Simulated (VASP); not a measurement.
# Pd (Im-3m) in VASP: further runs, part 2 of 2

VASP 6.6.1.

### Step 4. Relaxation of cell and atoms, PBE

This run uses another cell than the first one, of 15.37 Å³/atom, 0.995 times its volume.

File INCAR:

```
  PREC = Accurate
  ENCUT = 600
  EDIFF = 1E-6
  ISMEAR = -1
  SIGMA = 0.05
  LREAL = False
  LASPH = True
  NELM = 80
  ALGO = Normal
  ISIF = 3
  LWAVE = False
  LCHARG = False
  GGA = PE
  IBRION = 2
  NSW = 60
  EDIFFG = -0.005
```

File KPOINTS:

```
Automatic mesh
0
Gamma
  18 18 18
```

File POSCAR:

```
Pd
1.0
   -1.5663547490      1.5663547490      1.5663547490
    1.5663547490     -1.5663547490      1.5663547490
    1.5663547490      1.5663547490     -1.5663547490
Pd
1
Direct
    0.0000000000      0.0000000000      0.0000000000
```

Potentials or basis: VASP PAW PBE potentials, release 64 (Pd).

Launch:

```console
> cat potpaw_PBE.64/Pd/POTCAR > POTCAR
> mpirun -np 1 vasp_std > vasp.out
```

OUTCAR:

```text
PREC = Accurate
   ENCUT = 600
   EDIFF = 1E-6
   ISMEAR = -1
   LREAL = False
   LASPH = True
   NELM = 80
   ISIF = 3
   GGA = PE
   IBRION = 2
   NSW = 60
   EDIFFG = -0.005

 ion  position               nearest neighbor table
   1  0.000  0.000  0.000-

  LATTYP: Found a body centered cubic cell.
 ALAT       =     3.1327094980

  Lattice vectors:

 A1 = (  -1.5663547490,   1.5663547490,   1.5663547490)
 A2 = (   1.5663547490,  -1.5663547490,   1.5663547490)
 A3 = (   1.5663547490,   1.5663547490,  -1.5663547490)

Analysis of symmetry for initial positions (statically):
=====================================================================
 Subroutine PRICEL returns:
 Original cell was already a primitive cell.

 Routine SETGRP: Setting up the symmetry group for a
 body centered cubic supercell.

 Subroutine GETGRP returns: Found 48 space group operations
 (whereof 48 operations were pure point group operations)
 out of a pool of 48 trial point group operations.

The static configuration has the point symmetry O_h .

Analysis of symmetry for dynamics (positions and initial velocities):
=====================================================================
 Subroutine PRICEL returns:
 Original cell was already a primitive cell.

 Routine SETGRP: Setting up the symmetry group for a
 body centered cubic supercell.

 Subroutine GETGRP returns: Found 48 space group operations
 (whereof 48 operations were pure point group operations)
 out of a pool of 48 trial point group operations.

The dynamic configuration has the point symmetry O_h .

 Subroutine INISYM returns: Found 48 space group operations
 (whereof 48 operations are pure point group operations),
 and found     1 'primitive' translations

----------------------------------------------------------------------------------------

                                     Primitive cell

  volume of cell :      15.3720

  direct lattice vectors                    reciprocal lattice vectors
    -1.566354749  1.566354749  1.566354749     0.000000000  0.319212490  0.319212490
     1.566354749 -1.566354749  1.566354749     0.319212490  0.000000000  0.319212490
     1.566354749  1.566354749 -1.566354749     0.319212490  0.319212490  0.000000000

  length of vectors
     2.713006008  2.713006008  2.713006008     0.451434633  0.451434633  0.451434633

  position of ions in fractional coordinates (direct lattice)
     0.000000000  0.000000000  0.000000000

  ion indices of the primitive-cell ions
   primitive index   ion index
                 1           1

----------------------------------------------------------------------------------------

 KPOINTS: Automatic mesh

Automatic generation of k-mesh.
 Grid dimensions read from file:
 generate k-points for:   18   18   18

 Generating k-lattice:

  Cartesian coordinates                     Fractional coordinates (reciprocal lattice)
     0.000000000  0.017734027  0.017734027     0.055555556  0.000000000  0.000000000
     0.017734027  0.000000000  0.017734027     0.000000000  0.055555556  0.000000000
     0.017734027  0.017734027  0.000000000     0.000000000  0.000000000  0.055555556

  Length of vectors
[... 43 lines left out ...]
   NGX,Y,Z   is equivalent  to a cutoff of  14.71, 14.71, 14.71 a.u.
   NGXF,Y,Z  is equivalent  to a cutoff of  29.41, 29.41, 29.41 a.u.
 SYSTEM =  unknown system
   PREC   = accura    normal or accurate (medium, high low for compatibility)
   ISTART =      0    job   : 0-new  1-cont  2-samecut
   ICHARG =      2    charge: 1-file 2-atom 10-const
   ISPIN  =      1    spin polarized calculation?
   LNONCOLLINEAR =      F non collinear calculations
   LSORBIT =      F    spin-orbit coupling
   LASPH  =      T    aspherical Exc in radial PAW
   ENCUT  =  600.0 eV  44.10 Ry    6.64 a.u.   5.42  5.42  5.42*2*pi/ulx,y,z
   NELM   =     80;   NELMIN=  2; NELMDL= -5     # of ELM steps
   EDIFF  = 0.1E-05   stopping-criterion for ELM
   LREAL  =      F    real-space projection
   EDIFFG = -.5E-02   stopping-criterion for IOM
   NSW    =     60    number of steps for IOM
   IBRION =      2    ionic relax: 0-MD 1-quasi-New 2-CG
   NFREE  =      1    steps in history (QN), initial steepest desc. (CG)
   ISIF   =      3    stress and relaxation
   ISYM   =      2    0-nonsym 1-usesym 2-fastsym
   POTIM  = 0.5000    time-step for ionic-motion
   TEBEG  =    0.0;   TEEND  =   0.0 temperature during run
   PSTRESS=    0.0 pullay stress
   NELECT =      10.0000    total number of electrons
   NUPDOWN=      -1.0000    fix difference up-down
   EMIN   =  10.00;   EMAX   =-10.00  energy-range for DOS
   EFERMI =   0.00;   METHOD = LEGACY
   ISMEAR =    -1;   SIGMA  =   0.05  broadening in eV -4-tet -1-fermi 0-gaus
   EFERMI_NEDOS =   21; number of points for ismear=-14 and -15
   IALGO  =     38    algorithm
   IMIX   =      4    mixing-type and parameters
     AMIX     =   0.40;   BMIX     =  1.00
     AMIX_MAG =   1.60;   BMIX_MAG =  1.00
  volume/ion in A,a.u.               =      15.37       103.74
  Fermi-wavevector in a.u.,A,eV,Ry     =   1.418507  2.680589 27.377114  2.012161
  Thomas-Fermi vector in A             =   2.539625
   LORBIT       =      0    0 simple, 1 ext, 2 COOP (PROOUT), +10 PAW based schemes
   GGA     = PE    functional components
   LHFCALC =     F    Hartree Fock is set to
   AEXX    =    0.0000 exact exchange contribution
   IVDW    =     0    specifies the selected vdW correction
   LEPSILON=     F    determine dielectric tensor
   LRPA    =     F    only Hartree local field effects (RPA)
 conjugate gradient relaxation of ions
 non-spin polarized calculation
  energy-cutoff  :      600.00
  volume of cell :       15.37
 maximum number of plane-waves:       533
 NGX is ok and might be reduce to    24
   NGX = 11   NGY = 11   NGZ = 11

--------------------------------------- Ionic step        1  -------------------------------------------

 number of electron      10.0000003 magnetization

 Free energy of the ion-electron system (eV)
  ---------------------------------------------------
  ext. energy  EPLUGINS =         0.00000000
  ---------------------------------------------------
  free energy    TOTEN  =        -5.18090353 eV

  energy without entropy =       -5.17054985  energy(sigma->0) =       -5.17572669

------------------------ aborting loop because EDIFF is reached ----------------------------------------

  FORCE on cell =-STRESS in cart. coord.  units (eV):
  Direction    XX          YY          ZZ          XY          YZ          ZX
  --------------------------------------------------------------------------------------
  -------------------------------------------------------------------------------------
  Total        0.0383419      0.0383419      0.0383419     -0.0000000     -0.0000000     -0.0000000
  in kB        3.9962590      3.9962590      3.9962590     -0.0000000     -0.0000000     -0.0000000
  external PRESSURE =       3.9962590 kB  Pullay stress =       0.0000000 kB
[... 57 lines left out ...]
--------------------------------------- Ionic step        3  -------------------------------------------

 number of electron      10.0000003 magnetization

 Free energy of the ion-electron system (eV)
  ---------------------------------------------------
  ext. energy  EPLUGINS =         0.00000000
  ---------------------------------------------------
  free energy    TOTEN  =        -5.18094734 eV

  energy without entropy =       -5.17054899  energy(sigma->0) =       -5.17574817

 E-fermi :   9.0613     XC(G=0): -12.9093

 val. band max:        9.0486757556   @ k =  -0.4444  -0.4444   0.3333
 cond. band min:       9.0679023195   @ k =   0.5000   0.5000   0.4444
 fundamental gap:      0.0192265639
 Fermi energy:         9.0612892871

 k-point     1 :       0.0000    0.0000    0.0000
  band No.  band energies     occupation
      1       2.2657      2.00000
      2       6.2964      2.00000
      3       6.2964      2.00000
      4       6.2964      2.00000
      5       8.1647      2.00000
      6       8.1647      2.00000
      7      28.3586      0.00000
      8      28.3586      0.00000
      9      28.3586      0.00000
[... 265 lines left out ...]
 k-point    24 :       0.3889    0.1111   -0.0000
  band No.  band energies     occupation
      1       4.3600      2.00000
      2       5.2816      2.00000
      3       7.7517      2.00000
      4       8.0654      2.00000
      5       8.8318      1.97989
      6      11.4900      0.00000
      7      17.4118      0.00000
      8      23.5819      0.00000
      9      25.8816      0.00000

 [... further k-points ...]

------------------------ aborting loop because EDIFF is reached ----------------------------------------

  FORCE on cell =-STRESS in cart. coord.  units (eV):
  Direction    XX          YY          ZZ          XY          YZ          ZX
  --------------------------------------------------------------------------------------
  -------------------------------------------------------------------------------------
  Total        0.0010077      0.0010077      0.0010077      0.0000000      0.0000000      0.0000000
  in kB        0.1047902      0.1047902      0.1047902      0.0000000      0.0000000      0.0000000
  external PRESSURE =       0.1047902 kB  Pullay stress =       0.0000000 kB
[... 16 lines left out ...]
  FREE ENERGIE OF THE ION-ELECTRON SYSTEM (eV)
  ---------------------------------------------------
  free  energy   TOTEN  =        -5.1809473387 eV

  energy  without entropy=       -5.1705489940  energy(sigma->0) =       -5.17574817

 reached required accuracy - stopping structural energy minimisation
```

OSZICAR:

```text
N       E                     dE             d eps       ncg     rms          rms(c)
DAV:   1     0.428780934076E+02    0.42878E+02   -0.57753E+03  3534   0.117E+03
DAV:   2    -0.501563225294E+01   -0.47894E+02   -0.46730E+02  3754   0.204E+02
[... 16 lines left out ...]
   2 F= -.51808661E+01 E0= -.51756352E+01  d E =0.374518E-04
       N       E                     dE             d eps       ncg     rms          rms(c)
DAV:   1    -0.518229086293E+01   -0.14252E-02   -0.26863E-02  3533   0.184E+00    0.244E-01
DAV:   2    -0.518094476496E+01    0.13461E-02   -0.70285E-03  3533   0.760E-01    0.591E-02
DAV:   3    -0.518094209077E+01    0.26742E-05   -0.32235E-05  3859   0.459E-02    0.361E-02
DAV:   4    -0.518094738524E+01   -0.52945E-05   -0.13959E-05  3730   0.320E-02    0.240E-03
DAV:   5    -0.518094733866E+01    0.46580E-07   -0.10577E-07  2054   0.316E-03
   3 F= -.51809473E+01 E0= -.51757482E+01  d E =-.438087E-04
```

It took 27 s on 1 thread of Intel Xeon Platinum 8488C (Sapphire Rapids), shared host; peak memory 0.17 GiB.

Results:

| Item | Value |
| --- | --- |
| Free energy | -5.1809 eV |
| Relaxed volume | 15.41 Å³/atom |
| Relaxed cell | a = 2.715 Å, b = 2.715 Å, c = 2.715 Å, α = 109.47°, β = 109.47°, γ = 109.47° |
| Space group after relaxing (to 0.05 Å) | Im-3m (No. 229) |
| Energy gained by relaxing | 0.0 meV/atom |
| Ionic steps | 3 |
| Pressure after relaxing | 0.0 GPa |
| Band gap on the k mesh | zero (band 5 reaches 9.62 eV, above the bottom of band 6 at 8.08 eV) |

Final structure:
```
Pd
1.0
    -1.56756    1.56756    1.56756
     1.56756   -1.56756    1.56756
     1.56756    1.56756   -1.56756
Pd
1
Direct
  0.00000 0.00000 0.00000
```

### Step 5. Relaxation of cell and atoms, PBE

File INCAR:

```
PREC = Accurate ; ENCUT = 600
EDIFF = 1E-6 ; ISMEAR = -1
SIGMA = 0.05 ; LREAL = False
LASPH = True ; NELM = 100
ALGO = Normal ; ISIF = 3
LWAVE = False ; LCHARG = False
GGA = PE ; IBRION = 2
NSW = 45 ; EDIFFG = -0.005
```

File KPOINTS:

```
regular mesh
0
Gamma
  18 18 18
```

File POSCAR:

```
Pd
1.0
   -1.5687506983      1.5687506983      1.5687506983
    1.5687506983     -1.5687506983      1.5687506983
    1.5687506983      1.5687506983     -1.5687506983
Pd
1
Direct
    0.0000000000      0.0000000000      0.0000000000
```

Potentials or basis: VASP PAW PBE potentials, release 64 (Pd).

Launch:

```console
> cat potpaw_PBE.64/Pd/POTCAR > POTCAR
> mpirun -np 1 vasp_std > vasp.out
```

OUTCAR:

```text
PREC = Accurate
   ENCUT = 600
   EDIFF = 1E-6
   ISMEAR = -1
   LREAL = False
   LASPH = True
   NELM = 100
   ISIF = 3
   GGA = PE
   IBRION = 2
   NSW = 45
   EDIFFG = -0.005

 ion  position               nearest neighbor table
   1  0.000  0.000  0.000-

  LATTYP: Found a body centered cubic cell.
 ALAT       =     3.1375013966

  Lattice vectors:

 A1 = (  -1.5687506983,   1.5687506983,   1.5687506983)
 A2 = (   1.5687506983,  -1.5687506983,   1.5687506983)
 A3 = (   1.5687506983,   1.5687506983,  -1.5687506983)

Analysis of symmetry for initial positions (statically):
=====================================================================
 Subroutine PRICEL returns:
 Original cell was already a primitive cell.

 Routine SETGRP: Setting up the symmetry group for a
 body centered cubic supercell.

 Subroutine GETGRP returns: Found 48 space group operations
 (whereof 48 operations were pure point group operations)
 out of a pool of 48 trial point group operations.

The static configuration has the point symmetry O_h .

Analysis of symmetry for dynamics (positions and initial velocities):
=====================================================================
 Subroutine PRICEL returns:
 Original cell was already a primitive cell.
[... 165 lines left out ...]
  external PRESSURE =      -3.5614717 kB  Pullay stress =       0.0000000 kB
[... 57 lines left out ...]
--------------------------------------- Ionic step        3  -------------------------------------------

 number of electron      10.0000003 magnetization

 Free energy of the ion-electron system (eV)
  ---------------------------------------------------
  ext. energy  EPLUGINS =         0.00000000
  ---------------------------------------------------
  free energy    TOTEN  =        -5.18099872 eV

  energy without entropy =       -5.17059876  energy(sigma->0) =       -5.17579874

 E-fermi :   9.0600     XC(G=0): -12.9086

 val. band max:        9.0474371976   @ k =  -0.4444  -0.4444   0.3333
 cond. band min:       9.0666593766   @ k =   0.5000   0.5000   0.4444
 fundamental gap:      0.0192221790
 Fermi energy:         9.0600477095

 k-point     1 :       0.0000    0.0000    0.0000
  band No.  band energies     occupation
      1       2.2651      2.00000
      2       6.2956      2.00000
      3       6.2956      2.00000
      4       6.2956      2.00000
      5       8.1636      2.00000
      6       8.1636      2.00000
      7      28.3570      0.00000
      8      28.3570      0.00000
      9      28.3570      0.00000
[... 265 lines left out ...]
 k-point    24 :       0.3889    0.1111    0.0000
  band No.  band energies     occupation
      1       4.3594      2.00000
      2       5.2809      2.00000
      3       7.7507      2.00000
      4       8.0643      2.00000
      5       8.8306      1.97987
      6      11.4886      0.00000
      7      17.4099      0.00000
      8      23.5801      0.00000
      9      25.8796      0.00000

 [... further k-points ...]

------------------------ aborting loop because EDIFF is reached ----------------------------------------

  FORCE on cell =-STRESS in cart. coord.  units (eV):
  Direction    XX          YY          ZZ          XY          YZ          ZX
  --------------------------------------------------------------------------------------
  -------------------------------------------------------------------------------------
  Total        0.0008391      0.0008391      0.0008391      0.0000000      0.0000000      0.0000000
  in kB        0.0872436      0.0872436      0.0872436      0.0000000      0.0000000      0.0000000
  external PRESSURE =       0.0872436 kB  Pullay stress =       0.0000000 kB
[... 16 lines left out ...]
  FREE ENERGIE OF THE ION-ELECTRON SYSTEM (eV)
  ---------------------------------------------------
  free  energy   TOTEN  =        -5.1809987191 eV

  energy  without entropy=       -5.1705987633  energy(sigma->0) =       -5.17579874

 reached required accuracy - stopping structural energy minimisation
```

OSZICAR:

```text
N       E                     dE             d eps       ncg     rms          rms(c)
DAV:   1     0.426347592872E+02    0.42635E+02   -0.57868E+03  3526   0.117E+03
DAV:   2    -0.499913677438E+01   -0.47634E+02   -0.46304E+02  3755   0.203E+02
[... 16 lines left out ...]
   2 F= -.51809388E+01 E0= -.51757657E+01  d E =0.206235E-04
       N       E                     dE             d eps       ncg     rms          rms(c)
DAV:   1    -0.518198987740E+01   -0.10510E-02   -0.19696E-02  3537   0.158E+00    0.209E-01
DAV:   2    -0.518100703609E+01    0.98284E-03   -0.51775E-03  3538   0.652E-01    0.527E-02
DAV:   3    -0.518100103232E+01    0.60038E-05   -0.21574E-05  3851   0.380E-02    0.321E-02
DAV:   4    -0.518099859373E+01    0.24386E-05   -0.10106E-05  3727   0.271E-02    0.189E-03
DAV:   5    -0.518099871913E+01   -0.12540E-06   -0.77197E-08  1891   0.257E-03
   3 F= -.51809987E+01 E0= -.51757987E+01  d E =-.392465E-04
```

Wall time 26 s (1 thread of Intel Xeon Platinum 8488C (Sapphire Rapids), shared host); peak memory 0.17 GiB.

What came out:

| Quantity | Value |
| --- | --- |
| Free energy | -5.1810 eV |
| Relaxed volume | 15.41 Å³/atom |
| Relaxed cell | a = 2.715 Å, b = 2.715 Å, c = 2.715 Å, α = 109.47°, β = 109.47°, γ = 109.47° |
| Space group after relaxing (to 0.05 Å) | Im-3m (No. 229) |
| Energy gained by relaxing | 0.0 meV/atom |
| Ionic steps | 3 |
| Pressure after relaxing | 0.0 GPa |
| Band gap on the k mesh | zero (band 5 reaches 9.62 eV, above the bottom of band 6 at 8.08 eV) |

Final structure:
```cif
data_structure
_symmetry_space_group_name_H-M 'P 1'
_symmetry_Int_Tables_number 1
_cell_length_a 2.7152
_cell_length_b 2.7152
_cell_length_c 2.7152
_cell_angle_alpha 109.471
_cell_angle_beta 109.471
_cell_angle_gamma 109.471
_cell_volume 15.41
loop_
_atom_site_label
_atom_site_type_symbol
_atom_site_fract_x
_atom_site_fract_y
_atom_site_fract_z
_atom_site_occupancy
Pd1 Pd 0.00000 0.00000 0.00000 1
```

### Step 6. The runs side by side

```tsv
task	cell	cutoff (eV)	gap on the mesh (eV)	pressure (GPa)	relaxed volume (Å³/atom)
single point	a = 2.717 Å, angles 109.5°, 1 atom	520	none	-0.2	-
relaxation of cell and atoms	relaxed from a = 2.713 Å, angles 109.5°, 1 atom	600	none	0.0	15.41
relaxation of cell and atoms	relaxed from a = 2.717 Å, angles 109.5°, 1 atom	600	none	0.0	15.41
```

Alike in all rows: level PBE; potentials or basis VASP PAW PBE potentials, release 64 (Pd); no spin polarisation; k mesh 18 × 18 × 18; smearing fermi-dirac 0.05 eV.

Total energies depend on the potentials used, so only differences within one code and one set of settings carry meaning.
